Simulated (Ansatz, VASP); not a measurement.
# Al2Au: VASP beside Ansatz

POSCAR

```
Al2Au
1.0
    0.0000000000      3.0000000000      3.0000000000
    3.0000000000      0.0000000000      3.0000000000
    3.0000000000      3.0000000000      0.0000000000
Al Au
2 1
Direct
    0.2500000000      0.2500000000      0.2500000000
    0.7500000000      0.7500000000      0.7500000000
    0.0000000000      0.0000000000      0.0000000000
```

INCAR.step1

```
ALGO = Normal
EDIFF = 1E-4
ENCUT = 600
GGA = PE
ISMEAR = -1
LASPH = True
LCHARG = False
LREAL = False
LWAVE = True
NELM = 80
PREC = Accurate
SIGMA = 0.1
```

INCAR.step2

```
ALGO = Normal
EDIFF = 1E-6
EDIFFG = -0.01
ENCUT = 600
IBRION = 2
ISIF = 3
ISMEAR = -1
ISTART = 1
LASPH = True
LCHARG = False
LMIXTAU = True
LREAL = False
LWAVE = False
METAGGA = R2SCAN
NELM = 80
NSW = 80
PREC = Accurate
SIGMA = 0.1
```

File KPOINTS:

```
k-points
0
Gamma
  9 9 9
```

Input for Ansatz:

```yaml
crystal:
  lattice:
    - [0.0, 3.0, 3.0]
    - [3.0, 0.0, 3.0]
    - [3.0, 3.0, 0.0]
  atoms:
    - { symbol: Al, position: [0.25, 0.25, 0.25] }
    - { symbol: Al, position: [0.75, 0.75, 0.75] }
    - { symbol: Au, position: [0.0, 0.0, 0.0] }
  symmetry: { tolerance: 0.0003 }
hamiltonian:
  xc: r2scan
  pseudopotentials: { kind: paw, azcp: { folder: soft_1 } }
basis:
  ecutwfc: 500
magnetization:
  spin_polarized: false
scf:
  occupations: { method: fermi_dirac, width: 0.1 }
kpoints:
  mp_grid: { grid: [9, 9, 9], shift: [0, 0, 0] }
output:
  forces: true
  stress: true
  eigenvalues: true
relax:
  max_steps: 60
  cell: {}
```

Alike in both runs: task relaxation of cell and atoms; functional r2SCAN; k mesh 9 × 9 × 9; occupations fermi-dirac, width 0.1 eV; no spin polarisation.

|  | VASP | Ansatz |
| --- | --- | --- |
| version | VASP 6.6.1 | Ansatz 0.2.0 |
| potentials or method | VASP PAW PBE potentials, release 64 (Al, Au), cutoff 600 eV | PAW plane waves |
| valence electrons in the cell | 17 | 25 |

VASP gave:

* gap on the k mesh at the Fermi level, each at its own relaxed structure (eV): none
* relaxed volume (Å³/atom): 18.04
* relaxed cell length with the largest relative difference (Å): 4.246

Task: Estimate Ansatz's values.

Result: gap on the k mesh at the Fermi level, each at its own relaxed structure (eV): none; relaxed volume (Å³/atom): 18.10; relaxed cell length with the largest relative difference (Å): 4.250.

VASP's potentials were made for PBE, not for r2SCAN. A gap of «none» marks a metal or a gap that the smearing closes. VASP's potentials hold 17 valence electrons a cell and Ansatz's 25, so a difference there can come from the potentials and not from the codes.

Neither program's run includes spin-orbit coupling.
